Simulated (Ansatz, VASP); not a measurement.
ZnS in VASP and in Ansatz

```
Zn S
1.0
     1.97634    1.14104    9.71199
    -1.97634    1.14104    9.71199
     0.00000   -2.28208    9.71199
Zn S
3 3
Direct
  0.99997 0.99997 0.99997
  0.22227 0.22227 0.22227
  0.44461 0.44461 0.44461
  0.08327 0.08327 0.08327
  0.52784 0.52784 0.52784
  0.30536 0.30536 0.30536
```

Alike in both runs: task single point; functional LDA; k mesh 6 × 6 × 6; no spin polarisation.

|  | VASP | Ansatz |
| --- | --- | --- |
| version | VASP 6.6.1 | Ansatz 0.2.0 |
| potentials or method | VASP PAW LDA potentials, release 64 (Zn, S), cutoff 520 eV | plane waves, PAW |
| occupations | gaussian, width 0.01 eV | fixed |
| valence electrons in the cell | 54 | 54 |

VASP gave:

```
pressure (GPa)                                                : -9.7
traceless stress, the component that is largest in VASP (GPa) : -0.06
```

Q: Which values does Ansatz return?

A: Pressure (GPa): -9.8; traceless stress, the component that is largest in VASP (GPa): -0.06.

LDA's correlation is that of Perdew and Zunger in VASP and of Perdew and Wang (1992) in Ansatz. Ansatz's warnings: stress scf threshold loose.
